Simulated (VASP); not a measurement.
# In3GaAs4 in VASP: further runs

In3GaAs4 is run at these levels: PBE; tasks: single point, relaxation of cell and atoms.

Everything below comes from runs of VASP 6.6.1. Logs are shortened: lines on timing, memory, paths and dates and some standing lists are left out, and cuts for length are marked.

## (1) The cell of the first run

The structure is trigonal, space group P3m1 (No. 156). The conventional cell has a = 4.289 Å, b = 4.289 Å, c = 14.128 Å, α = 90.00°, β = 90.00°, γ = 120.00°. In (site symmetry 3m) has 4 As at 2.65 to 2.67 Å within 3.5 Å. Within 3.5 Å of In (site symmetry 3m) lie 4 As at 2.65 to 2.69 Å. In (site symmetry 3m) has 4 As at 2.65 to 2.67 Å within 3.5 Å. Ga (site symmetry 3m) has 4 As at 2.51 to 2.59 Å within 3.3 Å. Within 3.5 Å of As (site symmetry 3m) lie 4 In at 2.65 to 2.67 Å. Within 3.3 Å of As (site symmetry 3m) lie 1 Ga at 2.51 Å and 3 In at 2.65 Å. As (site symmetry 3m) has 3 Ga at 2.59 Å and 1 In at 2.69 Å within 3.4 Å. Within 3.5 Å of As (site symmetry 3m) lie 4 In at 2.65 to 2.67 Å.

## (2) Single point, PBE

File INCAR:

```
SYSTEM = In3GaAs4
ALGO = Normal
EDIFF = 1E-6
ENCUT = 520
GGA = PE
ISIF = 2
ISMEAR = 0
LASPH = .True.
LCHARG = .False.
LREAL = .False.
LWAVE = .False.
NBANDS = 46
NELM = 80
PREC = Accurate
SIGMA = 0.1
```

File KPOINTS:

```
k-points
0
Gamma
  6 6 2
  0 0 0
```

File POSCAR:

```
In3GaAs4
1.0
    4.2885547408      0.0000000031      0.0000000000
   -2.1442773730      3.7139973495      0.0000000000
    0.0000000000      0.0000000000     14.1280645123
In Ga As
3 1 4
Direct
    0.3333333333      0.6666666667      1.0003036868
    0.6666666667      0.3333333333      0.2565772439
    0.6666666667      0.3333333333      0.7440539924
    0.3333333333      0.6666666667      0.5001106431
    0.3333333333      0.6666666667      0.1895248676
    0.3333333333      0.6666666667      0.6774185984
    0.6666666667      0.3333333333      0.4466774863
    0.6666666667      0.3333333333      0.9333334415
```

Potentials or basis: VASP PAW PBE potentials, release 64 (In_d, Ga_d, As).

Run with:

```console
$ cat potpaw_PBE.64/In_d/POTCAR potpaw_PBE.64/Ga_d/POTCAR potpaw_PBE.64/As/POTCAR > POTCAR
$ mpirun -np 1 vasp_std > vasp.out
```

OUTCAR:

```text
SYSTEM = In3GaAs4
   EDIFF = 1E-6
   ENCUT = 520
   GGA = PE
   ISIF = 2
   ISMEAR = 0
   LASPH = .True.
   LREAL = .False.
   NELM = 80
   PREC = Accurate

 ion  position               nearest neighbor table
   1  0.333  0.667  0.000-   8 2.65   8 2.65   8 2.65   5 2.67
   2  0.667  0.333  0.257-   5 2.65   5 2.65   5 2.65   7 2.69
   3  0.667  0.333  0.744-   6 2.65   6 2.65   6 2.65   8 2.67
   4  0.333  0.667  0.500-   6 2.51   7 2.59   7 2.59   7 2.59
   5  0.333  0.667  0.190-   2 2.65   2 2.65   2 2.65   1 2.67
   6  0.333  0.667  0.677-   4 2.51   3 2.65   3 2.65   3 2.65
   7  0.667  0.333  0.447-   4 2.59   4 2.59   4 2.59   2 2.69
   8  0.667  0.333  0.933-   1 2.65   1 2.65   1 2.65   3 2.67

  LATTYP: Found a hexagonal cell.
 ALAT       =     4.2885547408
 C/A-ratio  =     3.2943649705

  Lattice vectors:

 A1 = (   4.2885547408,   0.0000000031,   0.0000000000)
 A2 = (  -2.1442773730,   3.7139973495,   0.0000000000)
 A3 = (   0.0000000000,   0.0000000000,  14.1280645123)

Analysis of symmetry for initial positions (statically):
=====================================================================
 Subroutine PRICEL returns:
 Original cell was already a primitive cell.

 Routine SETGRP: Setting up the symmetry group for a
 hexagonal supercell.

 Subroutine GETGRP returns: Found  6 space group operations
 (whereof  6 operations were pure point group operations)
 out of a pool of 24 trial point group operations.

The static configuration has the point symmetry C_3v.

Analysis of symmetry for dynamics (positions and initial velocities):
=====================================================================
 Subroutine PRICEL returns:
 Original cell was already a primitive cell.

 Routine SETGRP: Setting up the symmetry group for a
 hexagonal supercell.

 Subroutine GETGRP returns: Found  6 space group operations
 (whereof  6 operations were pure point group operations)
 out of a pool of 24 trial point group operations.

The dynamic configuration has the point symmetry C_3v.

 Subroutine INISYM returns: Found  6 space group operations
 (whereof  6 operations are pure point group operations),
[... 96 lines left out ...]
   NELM   =     80;   NELMIN=  2; NELMDL= -5     # of ELM steps
   EDIFF  = 0.1E-05   stopping-criterion for ELM
   LREAL  =      F    real-space projection
   EDIFFG = 0.1E-04   stopping-criterion for IOM
   NSW    =      0    number of steps for IOM
   IBRION =     -1    ionic relax: 0-MD 1-quasi-New 2-CG
   NFREE  =      0    steps in history (QN), initial steepest desc. (CG)
   ISIF   =      2    stress and relaxation
   ISYM   =      2    0-nonsym 1-usesym 2-fastsym
   POTIM  = 0.5000    time-step for ionic-motion
   TEBEG  =    0.0;   TEEND  =   0.0 temperature during run
   PSTRESS=    0.0 pullay stress
   NELECT =      72.0000    total number of electrons
   NUPDOWN=      -1.0000    fix difference up-down
   EMIN   =  10.00;   EMAX   =-10.00  energy-range for DOS
   EFERMI =   0.00;   METHOD = LEGACY
   ISMEAR =     0;   SIGMA  =   0.10  broadening in eV -4-tet -1-fermi 0-gaus
   EFERMI_NEDOS =   21; number of points for ismear=-14 and -15
   IALGO  =     38    algorithm
   IMIX   =      4    mixing-type and parameters
     AMIX     =   0.40;   BMIX     =  1.00
     AMIX_MAG =   1.60;   BMIX_MAG =  1.00
  volume/ion in A,a.u.               =      28.13       189.82
  Fermi-wavevector in a.u.,A,eV,Ry     =   1.119714  2.115953 17.058445  1.253760
  Thomas-Fermi vector in A             =   2.256355
   LORBIT       =      0    0 simple, 1 ext, 2 COOP (PROOUT), +10 PAW based schemes
   GGA     = PE    functional components
   LHFCALC =     F    Hartree Fock is set to
   AEXX    =    0.0000 exact exchange contribution
   IVDW    =     0    specifies the selected vdW correction
   LEPSILON=     F    determine dielectric tensor
   LRPA    =     F    only Hartree local field effects (RPA)
 non-spin polarized calculation
 Gauss-broadening in eV      SIGMA  =   0.10
  energy-cutoff  :      520.00
  volume of cell :      225.03
 maximum number of plane-waves:      6096
 NGX is ok and might be reduce to    32
   NGX = 15   NGY = 15   NGZ = 53

 number of electron      72.0000009 magnetization

 Free energy of the ion-electron system (eV)
  ---------------------------------------------------
  ext. energy  EPLUGINS =         0.00000000
  ---------------------------------------------------
  free energy    TOTEN  =       -31.15843364 eV

  energy without entropy =      -31.15653116  energy(sigma->0) =      -31.15748240

 E-fermi :   3.8773     XC(G=0):  -8.9163

 val. band max:        3.8736370969   @ k =   0.0000   0.0000   0.0000
 cond. band min:       4.0294664967   @ k =   0.0000   0.0000   0.5000
 fundamental gap:      0.1558293998
 Fermi energy:         3.8772629066

 k-point     1 :       0.0000    0.0000    0.0000
  band No.  band energies     occupation
      1     -11.0227      2.00000
      2     -10.9796      2.00000
      3     -10.9796      2.00000
      4     -10.9406      2.00000
      5     -10.9406      2.00000
      6     -10.5876      2.00000
[... 675 lines left out ...]
     45       9.4665      0.00000
     46       9.5839      0.00000

------------------------ aborting loop because EDIFF is reached ----------------------------------------

  FORCE on cell =-STRESS in cart. coord.  units (eV):
  Direction    XX          YY          ZZ          XY          YZ          ZX
  --------------------------------------------------------------------------------------
  -------------------------------------------------------------------------------------
  Total        0.1888371      0.1888371      0.1552349      0.0000000      0.0000000     -0.0000000
  in kB        1.3445060      1.3445060      1.1052608      0.0000000      0.0000000     -0.0000000
  external PRESSURE =       1.2647576 kB  Pullay stress =       0.0000000 kB

 VOLUME and BASIS-vectors are now :
 -----------------------------------------------------------------------------
  energy-cutoff  :      520.00
  volume of cell :      225.03
      direct lattice vectors                 reciprocal lattice vectors
     4.288554741  0.000000003  0.000000000     0.233178789  0.134625837  0.000000000
    -2.144277373  3.713997350  0.000000000    -0.000000000  0.269251673  0.000000000
     0.000000000  0.000000000 14.128064512     0.000000000  0.000000000  0.070781104

 POSITION                                       TOTAL-FORCE (eV/Angst)
 -----------------------------------------------------------------------------------
     -0.00000      2.47600      0.00429         0.000000     -0.000000     -0.006623
      2.14428      1.23800      3.62494         0.000000     -0.000000     -0.005440
      2.14428      1.23800     10.51204        -0.000000      0.000000      0.002915
     -0.00000      2.47600      7.06560        -0.000000     -0.000000      0.004036
     -0.00000      2.47600      2.67762        -0.000000      0.000000     -0.004591
     -0.00000      2.47600      9.57061         0.000000      0.000000     -0.008964
      2.14428      1.23800      6.31069         0.000000      0.000000      0.006953
      2.14428      1.23800     13.18620         0.000000      0.000000      0.011713
 -----------------------------------------------------------------------------------
    total drift:                                0.000002     -0.000001     -0.000340

  FREE ENERGIE OF THE ION-ELECTRON SYSTEM (eV)
  ---------------------------------------------------
  free  energy   TOTEN  =       -31.1584336400 eV

  energy  without entropy=      -31.1565311642  energy(sigma->0) =      -31.15748240
```

OSZICAR:

```text
N       E                     dE             d eps       ncg     rms          rms(c)
DAV:   1     0.694841116247E+03    0.69484E+03   -0.31908E+04  1294   0.183E+03
DAV:   2     0.765500034379E+02   -0.61829E+03   -0.60085E+03  1312   0.495E+02
DAV:   3    -0.253009362001E+02   -0.10185E+03   -0.99126E+02  1504   0.195E+02
DAV:   4    -0.318872211718E+02   -0.65863E+01   -0.65418E+01  1620   0.480E+01
DAV:   5    -0.321014064963E+02   -0.21419E+00   -0.21399E+00  1692   0.926E+00    0.877E+00
DAV:   6    -0.312182924312E+02    0.88311E+00   -0.16748E+00  1782   0.126E+01    0.433E+00
DAV:   7    -0.311565658826E+02    0.61727E-01   -0.88325E-01  1956   0.423E+00    0.121E+00
DAV:   8    -0.311571549174E+02   -0.58903E-03   -0.12638E-01  1738   0.317E+00    0.589E-01
DAV:   9    -0.311571621158E+02   -0.71984E-05   -0.10359E-02  1764   0.991E-01    0.356E-01
DAV:  10    -0.311579964298E+02   -0.83431E-03   -0.34193E-03  1820   0.407E-01    0.136E-01
DAV:  11    -0.311584054459E+02   -0.40902E-03   -0.81060E-04  1482   0.177E-01    0.226E-02
DAV:  12    -0.311584140604E+02   -0.86145E-05   -0.62522E-05  2072   0.499E-02    0.413E-02
DAV:  13    -0.311584315066E+02   -0.17446E-04   -0.33981E-05  1426   0.269E-02    0.143E-02
DAV:  14    -0.311584328188E+02   -0.13122E-05   -0.12022E-06  1174   0.690E-03    0.249E-03
DAV:  15    -0.311584336400E+02   -0.82126E-06   -0.14749E-06  1082   0.556E-03
   1 F= -.31158434E+02 E0= -.31157482E+02  d E =-.190248E-02
```

stdout:

```text
POSCAR found type information on POSCAR InGaAs
 POSCAR found :  3 types and       8 ions
 scaLAPACK will be used
 LDA part: xc-table for (Slater+PW92), standard interpolation
 POSCAR, INCAR and KPOINTS ok, starting setup
 FFT: planning ... GRIDC
 FFT: planning ... GRID_SOFT
 FFT: planning ... GRID
 WAVECAR not read
 entering main loop
```

Wall time 96 s (1 thread of Intel Xeon 6975P-C (Granite Rapids), shared host); peak memory 0.4 GiB.

Results:

```yaml
Free_energy: -31.1584 eV
Pressure: 0.1 GPa
Largest_force: 0.012 eV/Å
Band_gap_on_the_k_mesh: zero (filled and empty bands touch)
```

Forces in eV/Å, atoms in the order of the input:
```
In   0.000  0.000 -0.007
In   0.000  0.000 -0.005
In   0.000  0.000  0.003
Ga   0.000  0.000  0.004
As   0.000  0.000 -0.005
As   0.000  0.000 -0.009
As   0.000  0.000  0.007
As   0.000  0.000  0.012
```

Levels at points of the mesh, in eV from the Fermi level:
```tsv
k point	band 33	band 34	band 35	band 36	band 37	band 38	band 39	band 40
(0.00, 0.00, 0.00)	-0.48	-0.48	-0.23	0.00	0.00	0.41	1.12	1.39
(0.50, 0.00, 0.00)	-1.78	-1.78	-1.63	-0.99	1.07	1.35	1.55	1.97
(0.00, 0.00, 0.50)	-0.23	-0.23	-0.14	-0.14	0.15	1.01	1.10	1.26
(0.50, 0.00, 0.50)	-1.67	-1.54	-1.27	-1.18	1.06	1.25	1.50	1.80
```

Caveat: semilocal functionals underestimate gaps, and a narrow one can read as zero; spin-orbit coupling is left out, which moves the levels of the heavy elements.

(Continued in part 2 of 3.)

The gap in the log of VASP goes by the Fermi energy; the results here count the filled bands.